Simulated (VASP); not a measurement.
Input of a VASP 6.6.1 run:

File INCAR:

```
SYSTEM = Cu
PREC = Accurate
ENCUT = 600
EDIFF = 1E-6
ISMEAR = -1
SIGMA = 0.1
LREAL = .False.
LASPH = .True.
NELM = 80
ALGO = Normal
ISIF = 3
LWAVE = .False.
LCHARG = .False.
GGA = CA
IBRION = 2
NSW = 80
EDIFFG = -0.01
```

KPOINTS

```
Automatic mesh
0
Gamma
  15 15 15
  0 0 0
```

The input POSCAR:

```
Cu
1.0
   -1.4345978267      1.4345978267      1.4345978267
    1.4345978267     -1.4345978267      1.4345978267
    1.4345978267      1.4345978267     -1.4345978267
Cu
1
Direct
    0.0000000000      0.0000000000      0.0000000000
```

Potentials or basis: VASP PAW LDA potentials, release 64 (Cu).

Launch:

```bash
$ cat potpaw_LDA.64/Cu/POTCAR > POTCAR
$ mpirun -np 1 vasp_std > vasp.out
```

Problem. What does it give for the relaxed volume?

Solution. 10.98 Å³/atom.

Problem. Estimate the space group after relaxing (to 0.05 Å).

Solution. Im-3m (No. 229).

Problem. What does it give for the relaxed cell?

Solution. a = 2.425 Å, b = 2.425 Å, c = 2.425 Å, α = 109.47°, β = 109.47°, γ = 109.47°.

The path:
```
step  energy change (eV)  largest force (eV/Å)  pressure (GPa)  volume (Å³)
   1              0.0000                0.0000          -11.04        11.81
   2             -0.0165                0.0000            9.60        10.47
   3             -0.0309                0.0000           -0.07        10.98
```
